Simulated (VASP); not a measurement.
Input of a VASP 6.6.1 run:

INCAR

```
PREC = Accurate ; ENCUT = 520
EDIFF = 1E-7 ; ISMEAR = 0
SIGMA = 0.05 ; LREAL = False
LASPH = True ; NELM = 100
ALGO = Normal ; ISIF = 2
LWAVE = False ; LCHARG = True
GGA = PE ; LELF = True
LVHAR = True ; NBANDS = 36
```

The input KPOINTS:

```
Automatic mesh
0
Gamma
  9 9 2
```

POSCAR

```
MgO
1.0
    2.1351500000     -2.1351500000      0.0000000000
    2.1351500000      0.0000000000     -2.1351500000
    8.4539974596      8.4539974596      8.4539974596
Mg O
6 6
Direct
    0.6666666667      0.6666666667      0.0420934990
    0.0000000000      0.0000000000      0.8839634783
    0.3333333333      0.3333333333      0.2104674948
    0.6666666667      0.6666666667      0.5472154866
    0.0000000000      0.0000000000      0.3788414907
    0.3333333333      0.3333333333      0.7155894824
    0.6666666667      0.6666666667      0.2946544928
    0.0000000000      0.0000000000      0.1262804969
    0.3333333333      0.3333333333      0.4630284886
    0.6666666667      0.6666666667      0.7997764804
    1.0000000000      1.0000000000      0.6314024845
    0.3333333333      0.3333333333      0.9681504762
```

Potentials or basis: VASP PAW PBE potentials, release 64 (Mg, O).

Run with:

```console
$ cat potpaw_PBE.64/Mg/POTCAR potpaw_PBE.64/O/POTCAR > POTCAR
$ mpirun -np 1 vasp_std > vasp.out
```

Problem. Estimate the largest force.

Solution. 1.518 eV/Å.

Problem. Predict the band gap on the k mesh.

Solution. 4.12 eV.

Problem. What does it give for the pressure?

Solution. -0.7 GPa.

Forces on the atoms (eV/Å):
```
Mg   0.877  0.877  0.877
Mg  -0.284 -0.284 -0.284
Mg  -0.080 -0.080 -0.080
Mg  -0.083 -0.083 -0.083
Mg  -0.083 -0.083 -0.083
Mg  -0.082 -0.082 -0.082
O    0.083  0.083  0.083
O    0.125  0.125  0.125
O    0.083  0.083  0.083
O    0.078  0.078  0.078
O    0.083  0.083  0.083
O   -0.717 -0.717 -0.717
```

Caveat: forces of over 1 eV/Å act on the atoms, so gaps and moduli don't describe the material at rest. PBE gaps usually lie below the measured ones, often by a third to a half.
